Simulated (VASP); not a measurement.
Input of a VASP 6.6.1 run:

The input INCAR:

```
PREC = Accurate ; ENCUT = 520
EDIFF = 1E-6 ; ISMEAR = 0
SIGMA = 0.01 ; LREAL = F
LASPH = T ; NELM = 150
ALGO = Normal ; ISIF = 2
LWAVE = F ; LCHARG = T
MAGMOM = 0 0 0 0 0 0 ; LORBIT = 11
LSORBIT = T ; GGA_COMPAT = F
LORBMOM = T ; GGA = PE
LVHAR = T ; NBANDS = 28
```

File KPOINTS:

```
Automatic mesh
0
Gamma
  6 6 6
```

POSCAR

```
BaTe
1.0
    0.0000000000      3.5333946272      3.5333946272
    3.5333946272      0.0000000000      3.5333946272
    3.5333946272      3.5333946272      0.0000000000
Ba Te
1 1
Direct
    0.0000000000      0.0000000000      0.0000000000
    0.5000000000      0.5000000000      0.5000000000
```

Potentials or basis: VASP PAW PBE potentials, release 64 (Ba_sv, Te).

The run is started by

```bash
$ cat potpaw_PBE.64/Ba_sv/POTCAR potpaw_PBE.64/Te/POTCAR > POTCAR
$ mpirun -np 1 vasp_ncl > vasp.out
```

**Question.** Predict the net moment.

**Answer.** 0.00 μB per cell.

**Question.** Predict the pressure.

**Answer.** 0.3 GPa.

Moments on the atoms (μB; x, y, z):
```
Ba  0.00 0.00 0.00
Te  0.00 0.00 0.00
```
